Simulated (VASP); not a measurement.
Runs of VASP 6.6.1 on ZrNb2N4. The structure is that of space group P2/m (No. 10), or close to it. The cells are those of the table. 

```csv
cell,k mesh,smearing,gap on the mesh (eV),pressure (GPa),largest force (eV/Å)
"a = 5.208, b = 3.106, c = 5.441 Å, angles 90.0, 107.9, 90.0°, 7 atoms",6 × 10 × 6,gaussian 0.1 eV,none,(b),0.03
"a = 5.152, b = 3.079, c = 5.383 Å, angles 90.0, 108.2, 90.0°, 7 atoms",6 × 10 × 6,gaussian 0.1 eV,none,14.9,0.03
"a = 5.094, b = 3.053, c = 5.323 Å, angles 90.0, 108.4, 90.0°, 7 atoms",6 × 10 × 6,gaussian 0.1 eV,none,(c),0.03
"a = 5.035, b = 3.025, c = 5.263 Å, angles 90.0, 108.6, 90.0°, 7 atoms",6 × 10 × 6,gaussian 0.1 eV,none,35.6,0.04
"a = 3.145, b = 5.253, c = 5.490 Å, angles 107.9, 90.0, 90.0°, 7 atoms",4 × 3 × 2,gaussian 0.15 eV,none,(a),0.04
"a = 5.263, b = 3.132, c = 5.498 Å, angles 90.0, 107.7, 90.0°, 7 atoms",6 × 10 × 6,gaussian 0.1 eV,none,-0.2,0.03
"a = 3.132, b = 5.263, c = 5.498 Å, angles 107.7, 90.0, 90.0°, 7 atoms",8 × 4 × 4,gaussian 0.2 eV,none,-0.1,0.06
```

Alike in all rows: task single point; level PBE; potentials or basis VASP PAW PBE potentials, release 64 (Zr_sv, Nb_sv, N); no spin polarisation; cutoff (eV) 520.

**Question.** Fill in the values left out.

**Answer.** (a) 0.0; (b) 6.8; (c) 24.4.

Caveats: some runs use coarse meshes.

A k mesh can miss the band edges, and the runs leave out spin-orbit coupling on Nb, Zr.

A gap of «none» marks levels without a gap at the run's occupations.
